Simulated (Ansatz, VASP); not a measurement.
## Two plane-wave programs on GaN

File POSCAR:

```
GaN
1.0
    0.0000000000      2.2074978911      2.2074978911
    2.2074978911      0.0000000000      2.2074978911
    2.2074978911      2.2074978911      0.0000000000
Ga N
1 1
Direct
    0.0000000000      0.0000000000      0.0000000000
    0.2500000000      0.2500000000      0.2500000000
```

File INCAR.step1:

```
ALGO = Normal ; EDIFF = 1E-5
ENCUT = 520 ; GGA = PE
ISIF = 2 ; ISMEAR = -1
LASPH = True ; LREAL = False
LWAVE = True ; NBANDS = 16
NELM = 100 ; PREC = Accurate
SIGMA = 0.05
```

INCAR.step2

```
AEXX = 0.5 ; AGGAC = 1.0
AGGAX = 0.5 ; ALDAC = 0.0
ALDAX = 0.5 ; ALGO = Normal
EDIFF = 1E-6 ; ENCUT = 520
GGA = B5 ; ISIF = 2
ISMEAR = -1 ; ISTART = 1
LASPH = True ; LCHARG = True
LELF = True ; LHFCALC = True
LREAL = False ; LVHAR = True
LWAVE = False ; NBANDS = 16
NELM = 100 ; PREC = Accurate
PRECFOCK = Normal ; SIGMA = 0.05
```

The input KPOINTS:

```
k-points
0
Gamma
  5 5 5
```

Contents of input.yaml:

```yaml
crystal:
  lattice:
    - [0.0, 2.2074978911, 2.2074978911]
    - [2.2074978911, 0.0, 2.2074978911]
    - [2.2074978911, 2.2074978911, 0.0]
  atoms:
    - { symbol: Ga, position: [0.0, 0.0, 0.0] }
    - { symbol: "N", position: [0.25, 0.25, 0.25] }
hamiltonian:
  xc: { name: BHLYP }
  pseudopotentials: { kind: paw }
kpoints:
  mp_grid: { grid: [5, 5, 5] }
scf:
  occupations: { method: fermi_dirac, width: 0.05 }
output:
  forces: true
  stress: true
  eigenvalues: true
```

Alike in both runs: task single point; functional BHLYP; k mesh 5 × 5 × 5; occupations fermi-dirac, width 0.05 eV; no spin polarisation.

|  | VASP | Ansatz |
| --- | --- | --- |
| version | VASP 6.6.1 | Ansatz 0.2.0 |
| potentials or method | VASP PAW PBE potentials, release 64 (Ga_d, N) | Ansatz PAW |
| plane-wave cutoff (eV) | 520 | 420 |
| valence electrons in the cell | 18 | 18 |

Ansatz gave:

- gap on the k mesh at the Fermi level (eV): 6.48
- least direct gap on the mesh (eV): 6.48
- pressure (GPa): 12.1

Question: Which values does VASP return?

Answer: gap on the k mesh at the Fermi level (eV): 6.54; least direct gap on the mesh (eV): 6.54; pressure (GPa): 13.6.

VASP's potentials were made for PBE, not for BHLYP.

The k mesh is coarse, so the values compare programs but aren't converged. Noted on Ansatz's run: odd divisions of the mesh miss points on the zone boundary, where band edges often lie, so the gap on the mesh can be too wide.
